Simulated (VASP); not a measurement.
# BP (rocksalt type) (Fm-3m) in VASP: a series of runs, part 2 of 2

VASP 6.6.1. The steps go on from the part before.

## Step 3: Single point, LDA (volume scaled by 0.64)

INCAR

```
PREC = Accurate ; ENCUT = 500
EDIFF = 1E-6 ; ISMEAR = -1
SIGMA = 0.1 ; LREAL = False
LASPH = True ; NELM = 120
ALGO = Normal ; ISIF = 2
LWAVE = False ; LCHARG = False
GGA = CA ; NBANDS = 11
GGA_COMPAT = False
```

KPOINTS

```
regular mesh
0
Gamma
  15 15 15
```

POSCAR

```
BP
1.0
    0.0000000000      1.8379703936      1.8379703936
    1.8379703936      0.0000000000      1.8379703936
    1.8379703936      1.8379703936      0.0000000000
B P
1 1
Direct
    0.0000000000      0.0000000000      0.0000000000
    0.5000000000      0.5000000000      0.5000000000
```

Potentials or basis: VASP PAW LDA potentials, release 64 (B, P).

Started as:

```
cat potpaw_LDA.64/B/POTCAR potpaw_LDA.64/P/POTCAR > POTCAR
mpirun -np 1 vasp_std > vasp.out
```

OUTCAR:

```text
PREC = Accurate
   ENCUT = 500
   EDIFF = 1E-6
   ISMEAR = -1
   LREAL = False
   LASPH = True
   NELM = 120
   ISIF = 2
   GGA = CA

 ion  position               nearest neighbor table
   1  0.000  0.000  0.000-   2 1.84   2 1.84   2 1.84   2 1.84   2 1.84   2 1.84
   2  0.500  0.500  0.500-   1 1.84   1 1.84   1 1.84   1 1.84   1 1.84   1 1.84

  LATTYP: Found a face centered cubic cell.
 ALAT       =     3.6759407872

  Lattice vectors:

 A1 = (   0.0000000000,   1.8379703936,   1.8379703936)
 A2 = (   1.8379703936,   0.0000000000,   1.8379703936)
 A3 = (   1.8379703936,   1.8379703936,   0.0000000000)

Analysis of symmetry for initial positions (statically):
=====================================================================
 Subroutine PRICEL returns:
 Original cell was already a primitive cell.

 Routine SETGRP: Setting up the symmetry group for a
 face centered cubic supercell.

 Subroutine GETGRP returns: Found 48 space group operations
 (whereof 48 operations were pure point group operations)
 out of a pool of 48 trial point group operations.

The static configuration has the point symmetry O_h .

Analysis of symmetry for dynamics (positions and initial velocities):
=====================================================================
 Subroutine PRICEL returns:
 Original cell was already a primitive cell.

 Routine SETGRP: Setting up the symmetry group for a
 face centered cubic supercell.

 Subroutine GETGRP returns: Found 48 space group operations
 (whereof 48 operations were pure point group operations)
 out of a pool of 48 trial point group operations.

The dynamic configuration has the point symmetry O_h .

 Subroutine INISYM returns: Found 48 space group operations
 (whereof 48 operations are pure point group operations),
 and found     1 'primitive' translations

----------------------------------------------------------------------------------------

                                     Primitive cell

  volume of cell :      12.4178

  direct lattice vectors                    reciprocal lattice vectors
     0.000000000  1.837970394  1.837970394    -0.272039202  0.272039202  0.272039202
     1.837970394  0.000000000  1.837970394     0.272039202 -0.272039202  0.272039202
     1.837970394  1.837970394  0.000000000     0.272039202  0.272039202 -0.272039202

  length of vectors
     2.599282658  2.599282658  2.599282658     0.471185720  0.471185720  0.471185720

  position of ions in fractional coordinates (direct lattice)
     0.000000000  0.000000000  0.000000000
     0.500000000  0.500000000  0.500000000

  ion indices of the primitive-cell ions
   primitive index   ion index
                 1           1
                 2           2

----------------------------------------------------------------------------------------

 KPOINTS: regular mesh

Automatic generation of k-mesh.
 Grid dimensions read from file:
 generate k-points for:   15   15   15

 Generating k-lattice:

  Cartesian coordinates                     Fractional coordinates (reciprocal lattice)
    -0.018135947  0.018135947  0.018135947     0.066666667  0.000000000  0.000000000
     0.018135947 -0.018135947  0.018135947     0.000000000  0.066666667  0.000000000
     0.018135947  0.018135947 -0.018135947     0.000000000  0.000000000  0.066666667

  Length of vectors
     0.031412381  0.031412381  0.031412381

  Shift w.r.t. Gamma in fractional coordinates (k-lattice)
     0.000000000  0.000000000  0.000000000

 Subroutine IBZKPT returns following result:
 ===========================================

 Found    120 irreducible k-points:

 Following reciprocal coordinates:
            Coordinates               Weight
  0.000000  0.000000  0.000000      1.000000
  0.066667  0.000000  0.000000      8.000000
  0.133333  0.000000  0.000000      8.000000
  0.200000  0.000000  0.000000      8.000000
  0.266667  0.000000  0.000000      8.000000
  0.333333  0.000000  0.000000      8.000000
[... 16 lines left out ...]
  0.133333  0.133333  0.000000      6.000000
  0.200000  0.133333  0.000000     24.000000
 [... further k-points ...]
   k-points           NKPTS =    120   k-points in BZ     NKDIM =    120   number of bands    NBANDS=     11
   number of dos      NEDOS =    301   number of ions     NIONS =      2
   total plane-waves  NPLWV =   8000
   dimension x,y,z NGX =    20 NGY =   20 NGZ =   20
   dimension x,y,z NGXF=    40 NGYF=   40 NGZF=   40
   ions per type =               1   1
   NGX,Y,Z   is equivalent  to a cutoff of  12.79, 12.79, 12.79 a.u.
   NGXF,Y,Z  is equivalent  to a cutoff of  25.58, 25.58, 25.58 a.u.
 SYSTEM =  unknown system
   PREC   = accura    normal or accurate (medium, high low for compatibility)
   ISTART =      0    job   : 0-new  1-cont  2-samecut
   ICHARG =      2    charge: 1-file 2-atom 10-const
   ISPIN  =      1    spin polarized calculation?
   LNONCOLLINEAR =      F non collinear calculations
   LSORBIT =      F    spin-orbit coupling
   LASPH  =      T    aspherical Exc in radial PAW
   ENCUT  =  500.0 eV  36.75 Ry    6.06 a.u.   4.74  4.74  4.74*2*pi/ulx,y,z
   NELM   =    120;   NELMIN=  2; NELMDL= -5     # of ELM steps
   EDIFF  = 0.1E-05   stopping-criterion for ELM
   LREAL  =      F    real-space projection
   EDIFFG = 0.1E-04   stopping-criterion for IOM
   NSW    =      0    number of steps for IOM
   IBRION =     -1    ionic relax: 0-MD 1-quasi-New 2-CG
   NFREE  =      0    steps in history (QN), initial steepest desc. (CG)
   ISIF   =      2    stress and relaxation
   ISYM   =      2    0-nonsym 1-usesym 2-fastsym
   POTIM  = 0.5000    time-step for ionic-motion
   TEBEG  =    0.0;   TEEND  =   0.0 temperature during run
   PSTRESS=    0.0 pullay stress
   NELECT =       8.0000    total number of electrons
   NUPDOWN=      -1.0000    fix difference up-down
   EMIN   =  10.00;   EMAX   =-10.00  energy-range for DOS
   EFERMI =   0.00;   METHOD = LEGACY
   ISMEAR =    -1;   SIGMA  =   0.10  broadening in eV -4-tet -1-fermi 0-gaus
   EFERMI_NEDOS =   21; number of points for ismear=-14 and -15
   IALGO  =     38    algorithm
   IMIX   =      4    mixing-type and parameters
     AMIX     =   0.40;   BMIX     =  1.00
     AMIX_MAG =   1.60;   BMIX_MAG =  1.00
  volume/ion in A,a.u.               =       6.21        41.90
  Fermi-wavevector in a.u.,A,eV,Ry     =   1.413914  2.671910 27.200124  1.999153
  Thomas-Fermi vector in A             =   2.535510
   LORBIT       =      0    0 simple, 1 ext, 2 COOP (PROOUT), +10 PAW based schemes
   GGA     = CA    functional components
   LHFCALC =     F    Hartree Fock is set to
   AEXX    =    0.0000 exact exchange contribution
   IVDW    =     0    specifies the selected vdW correction
   LEPSILON=     F    determine dielectric tensor
   LRPA    =     F    only Hartree local field effects (RPA)
 non-spin polarized calculation
  energy-cutoff  :      500.00
  volume of cell :       12.42
 maximum number of plane-waves:       331
   NGX =  9   NGY =  9   NGZ =  9

 number of electron       8.0000000 magnetization

 Free energy of the ion-electron system (eV)
  ---------------------------------------------------
  ext. energy  EPLUGINS =         0.00000000
  ---------------------------------------------------
  free energy    TOTEN  =        -9.69980786 eV

  energy without entropy =       -9.68206891  energy(sigma->0) =       -9.69093839

 E-fermi :  18.0396     XC(G=0): -14.1746

 val. band max:       18.0107533573   @ k =   0.3333   0.1333   0.0667
 cond. band min:      18.0442247404   @ k =   0.0667   0.0667   0.0000
 fundamental gap:      0.0334713831
 Fermi energy:        18.0396224036

 k-point     1 :       0.0000    0.0000    0.0000
  band No.  band energies     occupation
      1      -5.1514      2.00000
      2      18.1270      0.58893
      3      18.1270      0.58893
      4      18.1270      0.58893
      5      25.1840      0.00000
      6      25.1840      0.00000
      7      25.1840      0.00000
      8      30.8682      0.00000
      9      30.8682      0.00000
     10      30.8682      0.00000
     11      31.2451      0.00000
[... 309 lines left out ...]
 k-point    24 :       0.2000    0.1333    0.0000
  band No.  band energies     occupation
      1      -3.9941      2.00000
      2      14.3480      2.00000
      3      15.3012      2.00000
      4      17.8742      1.67883
      5      21.0508      0.00000
      6      22.5670      0.00000
      7      29.4133      0.00000
      8      29.8611      0.00000
      9      30.4474      0.00000
     10      31.4938      0.00000
     11      34.6553      0.00000

 [... further k-points ...]

------------------------ aborting loop because EDIFF is reached ----------------------------------------

  FORCE on cell =-STRESS in cart. coord.  units (eV):
  Direction    XX          YY          ZZ          XY          YZ          ZX
  --------------------------------------------------------------------------------------
  -------------------------------------------------------------------------------------
  Total       13.3071546     13.3071546     13.3071546      0.0000000      0.0000000     -0.0000000
  in kB     1716.9207666   1716.9207666   1716.9207666      0.0000000      0.0000000     -0.0000000
  external PRESSURE =    1716.9207666 kB  Pullay stress =       0.0000000 kB

 VOLUME and BASIS-vectors are now :
 -----------------------------------------------------------------------------
  energy-cutoff  :      500.00
  volume of cell :       12.42
      direct lattice vectors                 reciprocal lattice vectors
     0.000000000  1.837970394  1.837970394    -0.272039202  0.272039202  0.272039202
     1.837970394  0.000000000  1.837970394     0.272039202 -0.272039202  0.272039202
     1.837970394  1.837970394  0.000000000     0.272039202  0.272039202 -0.272039202

 POSITION                                       TOTAL-FORCE (eV/Angst)
 -----------------------------------------------------------------------------------
      0.00000      0.00000      0.00000        -0.000000     -0.000000     -0.000000
      1.83797      1.83797      1.83797         0.000000      0.000000      0.000000
 -----------------------------------------------------------------------------------
    total drift:                                0.000000     -0.000000     -0.000000

  FREE ENERGIE OF THE ION-ELECTRON SYSTEM (eV)
  ---------------------------------------------------
  free  energy   TOTEN  =        -9.6998078631 eV

  energy  without entropy=       -9.6820689089  energy(sigma->0) =       -9.69093839
```

Wall time 6 s (1 thread of Intel Xeon Platinum 8481C at 2.70GHz (Sapphire Rapids), shared host); peak memory 0.12 GiB.

What came out:

```yaml
Free_energy: -9.6998 eV
Pressure: 171.7 GPa
Band_gap_on_the_k_mesh: zero (band 4 reaches 18.92 eV, above the bottom of band 5 at 16.98 eV)
```
